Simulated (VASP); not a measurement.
A run of VASP 6.6.1 is set up as follows.

The input INCAR:

```
PREC = Accurate
ENCUT = 520
EDIFF = 1E-6
ISMEAR = 0
SIGMA = 0.1
LREAL = False
LASPH = True
NELM = 80
ALGO = Normal
ISIF = 2
LWAVE = False
LCHARG = False
GGA = PE
NBANDS = 50
```

KPOINTS

```
regular mesh
0
Gamma
  4 4 2
```

POSCAR

```
Sc2BiF6
1.0
    4.3026156451      0.0000000000      0.0000000000
    0.0000000000      4.3026156451      0.0000000000
    0.0000000000      0.0000000000      9.1522487520
Sc Bi F
2 1 6
Direct
    0.5000000000      0.5000000000      0.3675898720
    0.5000000000      0.5000000000      0.6324101280
    0.0000000000      0.0000000000      0.0000000000
    0.5000000000      0.0000000000      0.0000000000
    0.5000000000      0.0000000000      0.5000000000
    0.0000000000      0.5000000000      0.0000000000
    0.0000000000      0.5000000000      0.5000000000
    0.0000000000      0.0000000000      0.2527320532
    0.0000000000      0.0000000000      0.7472679468
```

Potentials or basis: VASP PAW PBE potentials, release 64 (Sc_sv, Bi_d, F).

The run is started by

```bash
$ cat potpaw_PBE.64/Sc_sv/POTCAR potpaw_PBE.64/Bi_d/POTCAR potpaw_PBE.64/F/POTCAR > POTCAR
$ mpirun -np 1 vasp_std > vasp.out
```

Predict the band gap on the k mesh.

zero (an odd number of electrons rules out a gap without spin polarisation).

Estimate the pressure.

0.1 GPa.

Forces on the atoms (eV/Å):
```
Sc   0.000  0.000 -0.090
Sc   0.000  0.000  0.090
Bi   0.000  0.000  0.000
F    0.000  0.000  0.000
F    0.000  0.000  0.000
F    0.000  0.000  0.000
F    0.000  0.000  0.000
F    0.000  0.000  0.028
F    0.000  0.000 -0.028
```

Caveat: the k points lie up to 0.37 Å⁻¹ apart, too coarse for converged energies and pressures of a metal; the cell differs from its parent crystal (atoms taken out); spin-orbit coupling is left out, which moves the levels of the heavy elements; an odd number of electrons without spin polarisation forces a metal; a magnetic or distorted state may lie lower.
